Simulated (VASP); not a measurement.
The system is Cu.

```
Cu
1.0
     0.00000    1.80750    1.80750
     1.80750    0.00000    1.80750
     1.80750    1.80750    0.00000
Cu
1
Direct
  0.00000 0.00000 0.00000
```

* Program: VASP 6.6.1
* Task: relaxation of cell and atoms
* Functional: PBEsol-based screened hybrid with 25 % exact exchange
* Potentials or basis: VASP PAW PBE potentials, release 64 (Cu)
* Cutoff: 600 eV
* k mesh: 7 × 7 × 7
* Occupations: fermi-dirac, width 0.05 eV
* Spin: no spin polarisation

At the start: pressure -3.7 GPa; volume 11.81 Å³/atom.

Where does the relaxation end?

Over 3 steps the energy falls by 3.6 meV/atom and the volume is 11.51 Å³/atom (-2.6 %); space group Fm-3m (No. 225, to 0.1 Å) before and after.

Step by step:
| step | energy change (eV) | largest force (eV/Å) | pressure (GPa) | volume (Å³) |
| --- | --- | --- | --- | --- |
| 1 | 0.0000 | 0.0000 | -3.74 | 11.81 |
| 2 | -0.0025 | 0.0000 | 2.15 | 11.35 |
| 3 | -0.0036 | 0.0000 | -0.11 | 11.51 |

Final structure:
```
Cu
1.0
     0.00000    1.79189    1.79189
     1.79189    0.00000    1.79189
     1.79189    1.79189    0.00000
Cu
1
Direct
  0.00000 0.00000 0.00000
```

Caveat: the k points lie up to 0.43 Å⁻¹ apart in the final cell, too coarse for converged energies and pressures of a metal; the PAW data sets were made with another functional, which shifts forces and pressure a little.
